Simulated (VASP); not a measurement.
# In3GaP4: single point with PBE

In3GaP4:

```xyz
8
Lattice="4.0945 0.0000 0.0000 0.0000 4.0989 5.8021 0.0000 -4.0989 5.8021" Properties=species:S:1:pos:R:3 pbc="T T T"
Ga    0.0000    0.0000   -0.0046
In    2.0472   -2.0441    2.9021
In    2.0472    2.0441    2.9021
In    0.0000    0.0000    5.7944
P     2.0472    0.0000    1.3331
P     0.0000   -2.1391    4.4157
P     0.0000    2.1391    4.4157
P     2.0472    0.0000    7.2518
```

| Quantity | Value |
| --- | --- |
| Program | VASP 6.6.1 |
| Task | single point |
| Functional | PBE |
| Potentials or basis | VASP PAW PBE potentials, release 64 (Ga_d, In_d, P) |
| Cutoff | 500 eV |
| k mesh | 6 × 4 × 4 |
| Occupations | gaussian, width 0.01 eV |
| Spin | no spin polarisation |
| Dipole correction | no |
| Further INCAR settings | ALGO = Normal; EDIFF = 1e-06; NBANDS = 46 |

```json
{"Pressure": "1.8 GPa", "Largest force": "0.030 eV/Å", "Band gap on the k mesh": "0.56 eV, direct"}
```

Forces on the atoms (eV/Å):
```
Ga   0.000  0.000  0.030
In   0.000  0.026 -0.001
In   0.000 -0.026 -0.001
In   0.000  0.000 -0.018
P    0.000  0.000  0.011
P    0.000  0.014 -0.011
P    0.000 -0.014 -0.011
P    0.000  0.000  0.001
```

Levels at points of the mesh, in eV from the valence-band top:
```
           k point  band 32  band 33  band 34  band 35  band 36  band 37  band 38  band 39  band 40  band 41
(0.00, 0.00, 0.00)    -1.03    -0.86    -0.07    -0.05     0.00     0.56     1.40     1.55     1.75     2.13
(0.50, 0.00, 0.00)    -3.01    -2.88    -2.82    -1.24    -0.93     2.66     3.21     4.24     4.27     4.34
(0.00, 0.50, 0.00)    -1.66    -0.78    -0.67    -0.47    -0.46     1.35     2.06     2.34     2.71     4.26
(0.50, 0.50, 0.00)    -2.70    -2.03    -1.81    -1.68    -1.66     2.22     2.25     2.69     2.72     4.19
(0.00, 0.50, 0.50)    -1.64    -1.31    -1.31    -1.07    -0.93     2.05     2.30     2.87     3.18     3.22
(0.50, 0.50, 0.50)    -2.29    -1.18    -1.00    -1.00    -0.87     1.25     1.41     1.73     1.80     2.01
```

Run time: 4.7 min on 1 thread of Intel Xeon 6975P-C (shared host), peak memory 0.41 GiB.

Caveat: spin-orbit coupling is left out, which moves the levels of the heavy elements. PBE gaps usually lie below the measured ones, often by a third to a half.
